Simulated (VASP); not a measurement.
Set up this calculation in VASP 6.6.1, as the native input.

* Task: single point
* Functional: PBE
* Dispersion: D3(BJ)
* Potentials or basis: VASP PAW PBE potentials, release 64 (C)
* Cutoff: 520 eV
* k mesh: 8 × 12 × 8
* Occupations: gaussian, width 0.02 eV
* Spin: no spin polarisation
* Dipole correction: no
* Further INCAR settings: ALGO = Normal; EDIFF = 1e-07; NBANDS = 16

The structure of C lies in POSCAR:

```
C
1.0
    4.3547911974      0.0000000000     -0.0039272554
    0.0000000000      2.5142218910      0.0000000000
   -1.4500604959      0.0000000000      3.3726085169
C
4
Direct
    0.8334064369      0.0000000000      0.0002197532
    0.6665935631      0.5000000000      0.9997802468
    0.3334064369      0.5000000000      0.0002197532
    0.1665935631      0.0000000000      0.9997802468
```

This cell differs from its parent crystal: biaxial strain in the a-b plane: +2.0 %, then relaxed in part.

One way to write it, as run:

INCAR

```
SYSTEM = C
  PREC = Accurate
  ENCUT = 520
  EDIFF = 1E-7
  ISMEAR = 0
  SIGMA = 0.02
  LREAL = .FALSE.
  LASPH = .TRUE.
  NELM = 100
  ALGO = Normal
  ISIF = 2
  LWAVE = .FALSE.
  LCHARG = .FALSE.
  GGA = PE
  IVDW = 12
  NBANDS = 16
```

KPOINTS

```
Automatic mesh
0
G
  8 12 8
  0 0 0
```

Potentials or basis: VASP PAW PBE potentials, release 64 (C).

Run with:

```sh
$ cat potpaw_PBE.64/C/POTCAR > POTCAR
$ mpirun -np 1 vasp_std > vasp.out
```

Results of the run:

The pressure is -15.2 GPa. The dispersion energy per atom is -0.153 eV.

Caveat: the cell differs from its parent crystal (biaxial strain in the a-b plane: +2.0 %, then relaxed in part); the stress differs along the axes, from -23 to -0 GPa.

Wall time 2.3 min on 1 thread of Intel Xeon 8259CL (shared host), peak memory 0.23 GiB.
